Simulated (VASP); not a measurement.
# Si16O (a cell with a defect) in VASP: notebook

Runs on Si16O (a cell with a defect). Level: LDA. Tasks: single point.

Everything below comes from runs of VASP 6.6.1. Logs are shortened: lines on timing, memory, paths and dates and some standing lists are left out, and cuts for length are marked.

## Step 1: The cell of the first run

The cell holds a defect, 17 atoms: a = 7.679 Å, b = 7.679 Å, c = 7.679 Å, α = 60.00°, β = 60.00°, γ = 60.00°.

## Step 2: Single point, LDA, collinear spin, ferromagnetic start

INCAR

```
SYSTEM = Si16O
ALGO     = Normal         ! electronic algorithm
EDIFF    = 1E-6           ! SCF threshold, eV
ENCUT    = 520            ! plane-wave cutoff, eV
ISIF     = 2              ! what is computed and relaxed
ISMEAR   = -1             ! smearing method
ISPIN    = 2              ! spin polarisation
LASPH    = .TRUE.         ! aspherical terms in the spheres
LCHARG   = .TRUE.         ! write CHGCAR
LELF     = .TRUE.         ! ELF
LORBIT   = 11             ! projections on sites
LREAL    = Auto         
LVHAR    = .TRUE.       
LWAVE    = .FALSE.        ! write WAVECAR
MAGMOM   = 0 0 0 0 0 0 0 0 0 0 0 0 0 0 0 0 1 ! initial moments
NBANDS   = 53             ! bands
NELM     = 150            ! most SCF steps
PREC     = Accurate       ! precision mode
SIGMA    = 0.02           ! smearing width, eV
```

KPOINTS

```
k-points
0
G
  2 2 2
  0 0 0
```

POSCAR

```
Si16O
1.0
    0.0000000000      5.4300000000      5.4300000000
    5.4300000000      0.0000000000      5.4300000000
    5.4300000000      5.4300000000      0.0000000000
Si O
16 1
Direct
   -0.0511878453      0.0350736648      0.0079281768
    0.1358931860      0.1044751381      0.1197053407
   -0.0337569061      0.0343830571      0.4901289134
    0.1044935543      0.0851749540      0.6630570902
    0.0288213628      0.5033333333      0.0168139963
    0.0852117864      0.6550644567      0.1406077348
    0.0437661142      0.4431215470      0.5105248619
    0.1376427256      0.5794475138      0.6693370166
    0.5468232044     -0.0405801105     -0.0042817680
    0.5727716390      0.1429005525      0.1652209945
    0.5024493554     -0.0309760589      0.5321546961
    0.6004143646      0.1550184162      0.6289594843
    0.5039779006      0.5231491713      0.0104051565
    0.6574217311      0.5875874770      0.1697053407
    0.5009392265      0.5097974217      0.5394106814
    0.6665101289      0.6203406998      0.6529926335
    0.2306169429      0.7932872928      0.1059760589
```

Potentials or basis: VASP PAW LDA potentials, release 64 (Si, O).

Command:

```sh
$ cat potpaw_LDA.64/Si/POTCAR potpaw_LDA.64/O/POTCAR > POTCAR
$ mpirun -np 1 vasp_std > vasp.out
```

OUTCAR:

```text
SYSTEM = Si16O
   EDIFF = 1E-6
   ENCUT = 520
   ISIF = 2
   ISMEAR = -1
   ISPIN = 2
   LASPH = .TRUE.
   LORBIT = 11
   LREAL = Auto
   NELM = 150
   PREC = Accurate

 ion  position               nearest neighbor table
   1  0.949  0.035  0.008-   4 2.21  17 2.22   2 2.35  10 2.37   6 2.39
   2  0.136  0.104  0.120-  17 2.17   1 2.35   3 2.35   5 2.53   9 2.58
   3  0.966  0.034  0.490-  12 2.30   4 2.32   2 2.35   8 2.87
   4  0.104  0.085  0.663-   1 2.21   7 2.28   3 2.32  11 2.50
   5  0.029  0.503  0.017-   6 2.11   8 2.20  14 2.34   2 2.53
   6  0.085  0.655  0.141-  17 1.75   5 2.11   1 2.39   7 2.41  13 2.63
   7  0.044  0.443  0.511-   4 2.28   6 2.41  16 2.41   8 2.45
   8  0.138  0.579  0.669-   5 2.20  15 2.31   7 2.45   3 2.87
   9  0.547  0.959  0.996-  14 2.36  12 2.36  10 2.47   2 2.58
  10  0.573  0.143  0.165-  11 2.33   1 2.37  13 2.42   9 2.47
  11  0.502  0.969  0.532-  16 2.22  10 2.33  12 2.42   4 2.50
  12  0.600  0.155  0.629-  15 2.25   3 2.30   9 2.36  11 2.42
  13  0.504  0.523  0.010-  17 2.21  16 2.26  14 2.40  10 2.42   6 2.63
  14  0.657  0.588  0.170-  15 2.34   5 2.34   9 2.36  13 2.40
  15  0.501  0.510  0.539-  12 2.25   8 2.31  14 2.34  16 2.45
  16  0.667  0.620  0.653-  11 2.22  13 2.26   7 2.41  15 2.45
  17  0.231  0.793  0.106-   6 1.75   2 2.17  13 2.21   1 2.22

  LATTYP: Found a face centered cubic cell.
 ALAT       =    10.8600000000

  Lattice vectors:

 A1 = (   0.0000000000,   5.4300000000,   5.4300000000)
 A2 = (   5.4300000000,   0.0000000000,   5.4300000000)
 A3 = (   5.4300000000,   5.4300000000,   0.0000000000)

Analysis of symmetry for initial positions (statically):
=====================================================================
 Subroutine PRICEL returns:
 Original cell was already a primitive cell.

 Routine SETGRP: Setting up the symmetry group for a
 face centered cubic supercell.

 Subroutine GETGRP returns: Found  1 space group operations
 (whereof  1 operations were pure point group operations)
 out of a pool of 48 trial point group operations.

The static configuration has the point symmetry C_1 .

Analysis of symmetry for dynamics (positions and initial velocities):
=====================================================================
 Subroutine PRICEL returns:
 Original cell was already a primitive cell.

 Routine SETGRP: Setting up the symmetry group for a
 face centered cubic supercell.

 Subroutine GETGRP returns: Found  1 space group operations
 (whereof  1 operations were pure point group operations)
 out of a pool of 48 trial point group operations.

The dynamic configuration has the point symmetry C_1 .

Analysis of structural, dynamic, and magnetic symmetry:
=====================================================================
[... 172 lines left out ...]

 E-fermi :   6.1068     XC(G=0):  -9.7869

 val. band max:        6.0708808323   @ k =   0.0000   0.0000   0.0000
 cond. band min:       6.1426534402   @ k =   0.0000   0.0000   0.0000
 fundamental gap:      0.0717726080
 Fermi energy:         6.1067534581

 spin component 1

 k-point     1 :       0.0000    0.0000    0.0000
  band No.  band energies     occupation
      1     -13.7909      1.00000
      2      -5.8877      1.00000
      3      -4.1977      1.00000
      4      -3.9960      1.00000
      5      -3.8773      1.00000
      6      -3.3837      1.00000
[... 389 lines left out ...]
     46       9.8993      0.00000
     47      10.0274      0.00000
 Fermi energy:         6.1067534581

 spin component 2

 k-point     1 :       0.0000    0.0000    0.0000
  band No.  band energies     occupation
      1     -13.7909      1.00000
      2      -5.8877      1.00000
      3      -4.1977      1.00000
      4      -3.9960      1.00000
      5      -3.8773      1.00000
      6      -3.3837      1.00000
[... 389 lines left out ...]
     46       9.8993      0.00000
     47      10.0274      0.00000
 [bands above 47 left out]

------------------------ aborting loop because EDIFF is reached ----------------------------------------

  FORCE on cell =-STRESS in cart. coord.  units (eV):
  Direction    XX          YY          ZZ          XY          YZ          ZX
  --------------------------------------------------------------------------------------
  -------------------------------------------------------------------------------------
  Total       -1.3505704     -0.7981666     -1.0220577      3.7149788     -2.2638032     -1.3452991
  in kB       -6.7576909     -3.9936926     -5.1139505     18.5882045    -11.3271270     -6.7313156
  external PRESSURE =      -5.2884446 kB  Pullay stress =       0.0000000 kB

 VOLUME and BASIS-vectors are now :
 -----------------------------------------------------------------------------
  energy-cutoff  :      520.00
  volume of cell :      320.21
      direct lattice vectors                 reciprocal lattice vectors
     0.000000000  5.430000000  5.430000000    -0.092081031  0.092081031  0.092081031
     5.430000000  0.000000000  5.430000000     0.092081031 -0.092081031  0.092081031
     5.430000000  5.430000000  0.000000000     0.092081031  0.092081031 -0.092081031

 POSITION                                       TOTAL-FORCE (eV/Angst)
 -----------------------------------------------------------------------------------
      0.23350      5.19510      5.34250         1.390727      0.274235     -0.769365
      1.21730      1.38790      1.30520        -0.052481      0.797816      0.765562
      2.84810      7.90810      5.43340        -1.318049      1.187531     -0.615164
      4.06290      4.16780      1.02990        -1.642573     -0.061808      0.957961
      2.82440      0.24780      2.88960        -1.723525     -0.229232     -2.423481
      4.32050      1.22620      4.01970         2.429250      2.080190      0.877408
[... 9 lines left out ...]
      6.91420      7.16490      6.98760        -1.793127     -0.035895     -0.761599
      4.88300      1.82770      5.55980        -1.850675      0.331040      0.024912
 -----------------------------------------------------------------------------------
    total drift:                                0.000636      0.008430      0.000854

  FREE ENERGIE OF THE ION-ELECTRON SYSTEM (eV)
  ---------------------------------------------------
  free  energy   TOTEN  =       -97.6103149403 eV

  energy  without entropy=      -97.6062047523  energy(sigma->0) =      -97.60825985

 total charge

# of ion       s       p       d       tot
------------------------------------------
    1        0.779   0.913   0.000   1.692
    2        0.772   0.835   0.000   1.608
    3        0.770   0.904   0.000   1.674
    4        0.757   0.975   0.000   1.732
    5        0.777   0.994   0.000   1.772
    6        0.750   0.940   0.000   1.691
[... 9 lines left out ...]
   16        0.758   0.963   0.000   1.721
   17        1.596   3.375   0.000   4.971
--------------------------------------------------
tot         13.850  18.118   0.000  31.968

 magnetization (x)

# of ion       s       p       d       tot
------------------------------------------
    1       -0.000  -0.000   0.000  -0.000
    2       -0.000  -0.000   0.000  -0.000
    3        0.000   0.000   0.000   0.000
    4        0.000   0.000   0.000   0.000
    5        0.000   0.000   0.000   0.000
    6        0.000  -0.000   0.000  -0.000
[... 9 lines left out ...]
   16        0.000   0.000   0.000   0.000
   17        0.000   0.000   0.000   0.000
--------------------------------------------------
tot          0.000   0.000   0.000   0.000
```

Run time: 21 min. Hardware: 1 thread of Oxide Virtual Turin-like, shared host; peak memory 0.45 GiB.

Results:

```yaml
Free_energy: -97.6103 eV
Pressure: -0.5 GPa
Largest_force: 3.316 eV/Å
Band_gap_on_the_k_mesh: 0.07 eV
Net_moment: 0.00 μB per cell
Valence_electrons_inside_the_program's_atomic_spheres: Si 1.69, 1.61, 1.67, 1.73, 1.77, 1.68, 1.65, 1.72, 1.62 (each value once); O 4.97
```

Forces in eV/Å, atoms in the order of the input:
```
Si   1.391  0.274 -0.769
Si  -0.052  0.798  0.766
Si  -1.318  1.188 -0.615
Si  -1.643 -0.062  0.958
Si  -1.724 -0.229 -2.423
Si   2.429  2.080  0.877
Si   1.526 -0.555  0.801
Si  -0.397 -2.442  1.328
Si   2.111 -0.531 -0.113
Si  -1.077 -0.694  0.100
Si   1.861 -1.396  0.675
Si  -1.074  0.859 -1.149
Si   1.138  1.288 -0.739
Si  -0.147 -0.881  0.211
Si   0.620  0.008  0.830
Si  -1.793 -0.036 -0.762
O   -1.851  0.331  0.025
```

Caveat: the k points lie up to 0.50 Å⁻¹ apart; the atoms stand as in a frame of molecular dynamics.

## Step 3: Single point, LDA, collinear spin, ferromagnetic start

INCAR

```
ALGO = Normal ; EDIFF = 1E-7
ENCUT = 520 ; GGA = CA
ISIF = 2 ; ISMEAR = -1
ISPIN = 2 ; LASPH = True
LCHARG = False ; LORBIT = 11
LREAL = Auto ; LWAVE = False
MAGMOM = 0 0 0 0 0 0 0 0 0 0 0 0 0 0 0 0 1 ; NBANDS = 53
NELM = 150 ; PREC = Accurate
SIGMA = 0.02
```

KPOINTS

```
k-points
0
Gamma
  2 2 2
```

POSCAR

```
Si16O
1.0
    0.0000000000      5.4300000000      5.4300000000
    5.4300000000      0.0000000000      5.4300000000
    5.4300000000      5.4300000000      0.0000000000
Si O
16 1
Direct
   -0.0612430939      0.0402486188      0.0249815838
    0.1428637201      0.1154604052      0.1101933702
   -0.0082872928      0.0032228361      0.4767219153
    0.1183977901      0.0710865562      0.6348618785
    0.0164272560      0.5112523020      0.0083425414
    0.0562707182      0.6810220994      0.1752025783
    0.0419429098      0.4569705341      0.5077440147
    0.1329834254      0.6302209945      0.6310313076
    0.5506261510     -0.0334254144     -0.0062246777
    0.5946316759      0.1183517495      0.1498987109
    0.5048987109     -0.0247882136      0.5288397790
    0.6343278085      0.1286556169      0.6260589319
    0.4855432781      0.5048066298      0.0720257827
    0.6701841621      0.5600736648      0.2071639042
    0.5090239411      0.4951197053      0.5467034991
    0.6883057090      0.5822467772      0.6933701657
    0.3055709024      0.7323664825      0.0407642726
```

Potentials or basis: VASP PAW LDA potentials, release 64 (Si, O).

Command:

```sh
$ cat potpaw_LDA.64/Si/POTCAR potpaw_LDA.64/O/POTCAR > POTCAR
$ mpirun -np 1 vasp_std > vasp.out
```

It took 22 min on 1 thread of Oxide Virtual Turin-like, shared host; peak memory 0.45 GiB.

It converged, with:

| Item | Value |
| --- | --- |
| Free energy | -99.1232 eV |
| Pressure | -0.1 GPa |
| Largest force | 4.161 eV/Å |
| Band gap on the k mesh | 0.29 eV |
| Net moment | 0.00 μB per cell |
| Valence electrons inside the program's atomic spheres | Si 1.73, 1.65, 1.76, 1.66, 1.68, 1.67, 1.71, 1.64, 1.72, 1.74 (each value once); O 5.12 |

Forces in eV/Å, atoms in the order of the input:
```
Si  -1.184 -0.300  1.847
Si   0.046  0.100  1.511
Si  -0.973  0.294 -0.152
Si   1.728  1.389  1.458
Si  -0.720  1.280  0.193
Si  -1.549 -0.521  0.934
Si   0.411  1.325 -0.320
Si  -0.459 -0.115 -0.406
Si   0.328 -0.294 -1.927
Si   2.402 -0.757 -0.705
Si  -0.246  0.305 -0.654
Si   0.159 -0.656 -1.087
Si  -2.946  2.747  1.047
Si  -0.765 -2.819  1.120
Si   1.987  1.785 -0.240
Si   0.412 -1.978 -0.754
O    1.368 -1.785 -1.864
```

Stress tensor (GPa, compression positive):
```
 0.80 -1.34 -2.92
-1.34  0.39  0.97
-2.92  0.97 -1.36
```

Levels at points of the mesh, in eV from the valence-band top:
Spin up:
| k point | band 31 | band 32 | band 33 | band 34 | band 35 | band 36 | band 37 | band 38 | band 39 | band 40 |
| --- | --- | --- | --- | --- | --- | --- | --- | --- | --- | --- |
| (0.00, 0.00, 0.00) | -0.91 | -0.81 | -0.48 | -0.28 | 0.00 | 0.29 | 0.35 | 0.53 | 0.64 | 0.89 |
| (0.50, 0.00, 0.00) | -1.38 | -1.04 | -0.95 | -0.49 | -0.33 | 0.66 | 0.86 | 1.15 | 1.27 | 1.40 |
| (0.00, 0.50, 0.00) | -1.76 | -1.33 | -0.91 | -0.75 | -0.43 | 0.81 | 1.00 | 1.04 | 1.27 | 1.48 |
| (0.00, 0.00, 0.50) | -1.63 | -1.01 | -0.86 | -0.53 | -0.36 | 0.74 | 0.91 | 1.04 | 1.39 | 1.52 |
| (0.50, 0.50, 0.50) | -1.71 | -1.16 | -1.01 | -0.57 | -0.43 | 0.66 | 0.89 | 1.09 | 1.41 | 1.61 |
| (0.50, 0.50, 0.00) | -1.72 | -1.39 | -1.21 | -0.73 | -0.53 | 0.97 | 1.14 | 1.28 | 1.86 | 2.15 |
| (0.00, 0.50, 0.50) | -1.70 | -1.48 | -1.21 | -1.10 | -0.81 | 0.81 | 1.23 | 1.67 | 1.87 | 1.97 |
| (0.50, 0.00, 0.50) | -1.76 | -1.55 | -1.19 | -0.96 | -0.89 | 0.84 | 1.01 | 1.66 | 1.87 | 1.98 |
Spin down:
| k point | band 32 | band 33 | band 34 | band 35 | band 36 | band 37 | band 38 | band 39 |
| --- | --- | --- | --- | --- | --- | --- | --- | --- |
| (0.00, 0.00, 0.00) | -0.81 | -0.48 | -0.28 | 0.00 | 0.29 | 0.35 | 0.53 | 0.64 |
| (0.50, 0.00, 0.00) | -1.04 | -0.95 | -0.49 | -0.33 | 0.66 | 0.86 | 1.15 | 1.27 |
| (0.00, 0.50, 0.00) | -1.33 | -0.91 | -0.75 | -0.43 | 0.81 | 1.00 | 1.04 | 1.27 |
| (0.00, 0.00, 0.50) | -1.01 | -0.86 | -0.53 | -0.36 | 0.74 | 0.91 | 1.04 | 1.39 |
| (0.50, 0.50, 0.50) | -1.16 | -1.01 | -0.57 | -0.43 | 0.66 | 0.89 | 1.09 | 1.41 |
| (0.50, 0.50, 0.00) | -1.39 | -1.21 | -0.73 | -0.53 | 0.97 | 1.14 | 1.28 | 1.86 |
| (0.00, 0.50, 0.50) | -1.48 | -1.21 | -1.10 | -0.81 | 0.81 | 1.23 | 1.67 | 1.87 |
| (0.50, 0.00, 0.50) | -1.55 | -1.19 | -0.96 | -0.89 | 0.84 | 1.01 | 1.66 | 1.87 |

Caveat: the k points lie up to 0.50 Å⁻¹ apart; the atoms stand as in a frame of molecular dynamics.
